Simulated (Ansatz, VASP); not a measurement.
**Two plane-wave programs on Li3Be2NbP4**

```xyz
10
Lattice="3.3081 0.0000 0.0000 0.0000 3.3081 0.0000 0.0000 0.0000 13.1741" Properties=species:S:1:pos:R:3 pbc="T T T"
Li    0.0000    0.0000    6.5870
Li    0.0000    0.0000    0.0000
Li    1.6541    1.6541    6.5870
Be    1.6541    0.0000    9.8442
Be    0.0000    1.6541    3.3299
Nb    1.6541    1.6541    0.0000
P     0.0000    1.6541   11.7663
P     1.6541    0.0000    5.1645
P     1.6541    0.0000    1.4077
P     0.0000    1.6541    8.0095
```

Change from the starting cell: species swapped into the Tl2FeCu3Te4 type (P-4m2, No. 115).

Alike in both runs: task relaxation of cell and atoms; functional PBE; k mesh 6 × 6 × 2; occupations gaussian, width 0.1 eV; no spin polarisation.

|  | VASP | Ansatz |
| --- | --- | --- |
| version | VASP 6.6.1 | Ansatz 0.2.0 |
| potentials or method | VASP PAW PBE potentials, release 64 (Li_sv, Be, Nb_sv, P), cutoff 600 eV | scalar-relativistic, plane waves, PAW |
| valence electrons in the cell | 46 | 46 |

```tsv
	VASP	Ansatz	Ansatz less VASP
gap on the k mesh at the Fermi level, each at its own relaxed structure (eV)	none	none	-
relaxed volume (Å³/atom)	14.81	14.79	-0.027
relaxed length of the cell vector where the two differ most in proportion (Å)	10.546	10.982	+0.4357
```

A gap of «none» marks a metal or a gap that the smearing closes.

Noted on VASP's run: the cutoff is under 1.25 times that of the potentials, so the pressure is a little rough.
